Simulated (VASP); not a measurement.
# CdS5 (P6/mmm) in VASP: a series of runs, part 2 of 2

VASP 6.6.1. The steps go on from the part before.

### 3 Single point, PBE

This run uses another cell than the first one, of 25.05 Å³/atom.

File INCAR:

```
SYSTEM = CdS5
PREC     = Accurate       ! precision mode
ENCUT    = 520            ! plane-wave cutoff, eV
EDIFF    = 1E-6           ! SCF threshold, eV
ISMEAR   = 0              ! smearing method
SIGMA    = 0.1            ! smearing width, eV
LREAL    = .FALSE.        ! projectors in reciprocal space
LASPH    = .TRUE.         ! aspherical terms in the spheres
NELM     = 80             ! most SCF steps
ALGO     = Normal         ! electronic algorithm
ISIF     = 2              ! what is computed and relaxed
LWAVE    = .FALSE.        ! write WAVECAR
LCHARG   = .FALSE.        ! write CHGCAR
GGA      = PE             ! functional
NBANDS   = 30             ! bands
```

File KPOINTS:

```
regular mesh
0
G
  6 6 14
  0 0 0
```

File POSCAR:

```
CdS5
1.0
    8.0988975097      0.0000000000      0.0000000000
   -4.0494487549      7.0138509861      0.0000000000
    0.0000000000      0.0000000000      2.6454751595
Cd S
1 5
Direct
    0.0000000000      0.0000000000      0.0000000000
    0.5000000000      0.0000000000      0.5000000000
    0.0000000000      0.5000000000      0.5000000000
    0.5000000000      0.5000000000      0.5000000000
    0.3333333333      0.6666666667      0.5000000000
    0.6666666667      0.3333333333      0.5000000000
```

Potentials or basis: VASP PAW PBE potentials, release 64 (Cd, S).

Launch:

```console
cat potpaw_PBE.64/Cd/POTCAR potpaw_PBE.64/S/POTCAR > POTCAR
mpirun -np 1 vasp_std > vasp.out
```

OUTCAR:

```text
SYSTEM = CdS5
   PREC = Accurate
   ENCUT = 520
   EDIFF = 1E-6
   ISMEAR = 0
   LREAL = .FALSE.
   LASPH = .TRUE.
   NELM = 80
   ISIF = 2
   GGA = PE

 ion  position               nearest neighbor table
   1  0.000  0.000  0.000-
   2  0.500  0.000  0.500-   5 2.34   6 2.34
   3  0.000  0.500  0.500-   5 2.34   6 2.34
   4  0.500  0.500  0.500-   5 2.34   6 2.34
   5  0.333  0.667  0.500-   3 2.34   2 2.34   4 2.34
   6  0.667  0.333  0.500-   3 2.34   2 2.34   4 2.34

  LATTYP: Found a hexagonal cell.
 ALAT       =     8.0988975097
 C/A-ratio  =     0.3266463313

  Lattice vectors:

 A1 = (   8.0988975097,   0.0000000000,   0.0000000000)
 A2 = (  -4.0494487549,   7.0138509861,   0.0000000000)
 A3 = (   0.0000000000,   0.0000000000,   2.6454751595)

Analysis of symmetry for initial positions (statically):
=====================================================================
 Subroutine PRICEL returns:
 Original cell was already a primitive cell.

 Routine SETGRP: Setting up the symmetry group for a
 hexagonal supercell.

 Subroutine GETGRP returns: Found 24 space group operations
 (whereof 24 operations were pure point group operations)
 out of a pool of 24 trial point group operations.

The static configuration has the point symmetry D_6h.

Analysis of symmetry for dynamics (positions and initial velocities):
=====================================================================
 Subroutine PRICEL returns:
 Original cell was already a primitive cell.

 Routine SETGRP: Setting up the symmetry group for a
 hexagonal supercell.

 Subroutine GETGRP returns: Found 24 space group operations
 (whereof 24 operations were pure point group operations)
 out of a pool of 24 trial point group operations.

The dynamic configuration has the point symmetry D_6h.

 Subroutine INISYM returns: Found 24 space group operations
 (whereof 24 operations are pure point group operations),
 and found     1 'primitive' translations

----------------------------------------------------------------------------------------

                                     Primitive cell

  volume of cell :     150.2748

  direct lattice vectors                    reciprocal lattice vectors
     8.098897510  0.000000000  0.000000000     0.123473596  0.071287514  0.000000000
    -4.049448755  7.013850986  0.000000000     0.000000000  0.142575028  0.000000000
     0.000000000  0.000000000  2.645475160     0.000000000  0.000000000  0.378003927

  length of vectors
     8.098897510  8.098897510  2.645475160     0.142575028  0.142575028  0.378003927

  position of ions in fractional coordinates (direct lattice)
     0.000000000  0.000000000  0.000000000
     0.500000000  0.000000000  0.500000000
     1.000000000  0.500000000  0.500000000
     0.500000000  0.500000000  0.500000000
     0.333333333  0.666666667  0.500000000
     0.666666667  0.333333333  0.500000000

  ion indices of the primitive-cell ions
   primitive index   ion index
                 1           1
                 2           2
                 3           3
                 4           4
                 5           5
                 6           6

[... 28 lines left out ...]
  0.000000  0.000000  0.000000      1.000000
  0.166667  0.000000  0.000000      6.000000
  0.333333  0.000000  0.000000      6.000000
  0.500000  0.000000  0.000000      3.000000
  0.166667  0.166667  0.000000      6.000000
  0.333333  0.166667  0.000000     12.000000
[... 16 lines left out ...]
  0.166667  0.000000  0.214286     12.000000
  0.333333  0.000000  0.214286     12.000000
 [... further k-points ...]
   k-points           NKPTS =     56   k-points in BZ     NKDIM =     56   number of bands    NBANDS=     30
   number of dos      NEDOS =    301   number of ions     NIONS =      6
   total plane-waves  NPLWV =  72000
   dimension x,y,z NGX =    60 NGY =   60 NGZ =   20
   dimension x,y,z NGXF=   120 NGYF=  120 NGZF=   40
   ions per type =               1   5
   NGX,Y,Z   is equivalent  to a cutoff of  12.32, 12.32, 12.57 a.u.
   NGXF,Y,Z  is equivalent  to a cutoff of  24.63, 24.63, 25.14 a.u.
 SYSTEM =  CdS5
   PREC   = accura    normal or accurate (medium, high low for compatibility)
   ISTART =      0    job   : 0-new  1-cont  2-samecut
   ICHARG =      2    charge: 1-file 2-atom 10-const
   ISPIN  =      1    spin polarized calculation?
   LNONCOLLINEAR =      F non collinear calculations
   LSORBIT =      F    spin-orbit coupling
   LASPH  =      T    aspherical Exc in radial PAW
   ENCUT  =  520.0 eV  38.22 Ry    6.18 a.u.  15.06 15.06  4.92*2*pi/ulx,y,z
   NELM   =     80;   NELMIN=  2; NELMDL= -5     # of ELM steps
   EDIFF  = 0.1E-05   stopping-criterion for ELM
   LREAL  =      F    real-space projection
   EDIFFG = 0.1E-04   stopping-criterion for IOM
   NSW    =      0    number of steps for IOM
   IBRION =     -1    ionic relax: 0-MD 1-quasi-New 2-CG
   NFREE  =      0    steps in history (QN), initial steepest desc. (CG)
   ISIF   =      2    stress and relaxation
   ISYM   =      2    0-nonsym 1-usesym 2-fastsym
   POTIM  = 0.5000    time-step for ionic-motion
   TEBEG  =    0.0;   TEEND  =   0.0 temperature during run
   PSTRESS=    0.0 pullay stress
   NELECT =      42.0000    total number of electrons
   NUPDOWN=      -1.0000    fix difference up-down
   EMIN   =  10.00;   EMAX   =-10.00  energy-range for DOS
   EFERMI =   0.00;   METHOD = LEGACY
   ISMEAR =     0;   SIGMA  =   0.10  broadening in eV -4-tet -1-fermi 0-gaus
   EFERMI_NEDOS =   21; number of points for ismear=-14 and -15
   IALGO  =     38    algorithm
   IMIX   =      4    mixing-type and parameters
     AMIX     =   0.40;   BMIX     =  1.00
     AMIX_MAG =   1.60;   BMIX_MAG =  1.00
  volume/ion in A,a.u.               =      25.05       169.02
  Fermi-wavevector in a.u.,A,eV,Ry     =   1.070358  2.022684 15.587747  1.145667
  Thomas-Fermi vector in A             =   2.206066
   LORBIT       =      0    0 simple, 1 ext, 2 COOP (PROOUT), +10 PAW based schemes
   GGA     = PE    functional components
   LHFCALC =     F    Hartree Fock is set to
   AEXX    =    0.0000 exact exchange contribution
   IVDW    =     0    specifies the selected vdW correction
   LEPSILON=     F    determine dielectric tensor
   LRPA    =     F    only Hartree local field effects (RPA)
 non-spin polarized calculation
 Gauss-broadening in eV      SIGMA  =   0.10
  energy-cutoff  :      520.00
  volume of cell :      150.27
 maximum number of plane-waves:      4090
   NGX = 31   NGY = 31   NGZ =  9

 number of electron      42.0000017 magnetization

 Free energy of the ion-electron system (eV)
  ---------------------------------------------------
  ext. energy  EPLUGINS =         0.00000000
  ---------------------------------------------------
  free energy    TOTEN  =       -18.68308724 eV

  energy without entropy =      -18.67483671  energy(sigma->0) =      -18.67896197

 E-fermi :   2.8853     XC(G=0):  -8.6709

 val. band max:        2.8808502407   @ k =   0.3333   0.1667   0.4286
 cond. band min:       2.9190247627   @ k =   0.0000   0.0000   0.2143
 fundamental gap:      0.0381745220
 Fermi energy:         2.8852983956

 k-point     1 :       0.0000    0.0000    0.0000
  band No.  band energies     occupation
      1     -13.5847      2.00000
      2     -12.1739      2.00000
      3     -11.2686      2.00000
      4     -11.2686      2.00000
      5      -7.9951      2.00000
      6      -7.0335      2.00000
[... 781 lines left out ...]
     29       9.6180      0.00000
     30       9.9582      0.00000

 [... further k-points ...]

------------------------ aborting loop because EDIFF is reached ----------------------------------------

  FORCE on cell =-STRESS in cart. coord.  units (eV):
  Direction    XX          YY          ZZ          XY          YZ          ZX
  --------------------------------------------------------------------------------------
  -------------------------------------------------------------------------------------
  Total       -0.1064493     -0.1064493      0.0369641      0.0000000     -0.0000000      0.0000000
  in kB       -1.1349258     -1.1349258      0.3940987      0.0000000     -0.0000000      0.0000000
  external PRESSURE =      -0.6252510 kB  Pullay stress =       0.0000000 kB

 VOLUME and BASIS-vectors are now :
 -----------------------------------------------------------------------------
  energy-cutoff  :      520.00
  volume of cell :      150.27
      direct lattice vectors                 reciprocal lattice vectors
     8.098897510  0.000000000  0.000000000     0.123473596  0.071287514  0.000000000
    -4.049448755  7.013850986  0.000000000     0.000000000  0.142575028  0.000000000
     0.000000000  0.000000000  2.645475160     0.000000000  0.000000000  0.378003927

 POSITION                                       TOTAL-FORCE (eV/Angst)
 -----------------------------------------------------------------------------------
      0.00000      0.00000      0.00000         0.000000      0.000000      0.000000
      4.04945      0.00000      1.32274         0.000000      0.000000      0.000000
     -2.02472      3.50693      1.32274         0.000000      0.000000      0.000000
      2.02472      3.50693      1.32274         0.000000      0.000000      0.000000
     -0.00000      4.67590      1.32274        -0.000000      0.000000     -0.000000
      4.04945      2.33795      1.32274         0.000000      0.000000      0.000000
 -----------------------------------------------------------------------------------
    total drift:                                0.000000      0.000000      0.000000

  FREE ENERGIE OF THE ION-ELECTRON SYSTEM (eV)
  ---------------------------------------------------
  free  energy   TOTEN  =       -18.6830872398 eV

  energy  without entropy=      -18.6748367051  energy(sigma->0) =      -18.67896197
```

It took 98 s on 1 thread of Intel Xeon 6975P-C (Granite Rapids), shared host; peak memory 0.37 GiB.

What came out:

* Free energy: -18.6831 eV
* Pressure: -0.1 GPa
* Band gap on the k mesh: zero (bands 21 and 22 overlap by 3.51 eV)
